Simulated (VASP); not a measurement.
SiO2, 6 atoms in the cell. It takes space group P4_2/mnm (No. 136, tetragonal). The conventional cell has a = 4.236 Å, b = 4.236 Å, c = 2.690 Å, α = 90.00°, β = 90.00°, γ = 90.00°. Within 2.4 Å of Si (site symmetry mmm) lie 6 O at 1.77 to 1.84 Å. O (site symmetry m2m) has 3 Si at 1.77 to 1.84 Å and 1 O at 2.31 Å within 2.4 Å. 

| Item | Value |
| --- | --- |
| Program | VASP 6.6.1 |
| Task | single point |
| Functional | PBE |
| Potentials or basis | VASP PAW PBE potentials, release 64 (Si, O) |
| Cutoff | 520 eV |
| k mesh | 6 × 6 × 8 |
| Occupations | fermi-dirac, width 0.02 eV |
| Spin | no spin polarisation |
| Dipole correction | no |
| Further INCAR settings | ALGO = Normal; EDIFF = 1e-06; NBANDS = 25 |

Potentials or basis: VASP PAW PBE potentials, release 64 (Si, O).

Command:

```console
$ cat potpaw_PBE.64/Si/POTCAR potpaw_PBE.64/O/POTCAR > POTCAR
$ mpirun -np 1 vasp_std > vasp.out
```

Hardware: 1 thread of Intel(R) Xeon(R) 6975P-C (Granite Rapids), on a shared host.

Q: Estimate the wall time of this run.

A: Wall time 18 s on 1 thread of Intel(R) Xeon(R) 6975P-C (Granite Rapids), with other jobs on the host, peak memory 0.17 GiB. Counts: scf iterations 13, k points 50.
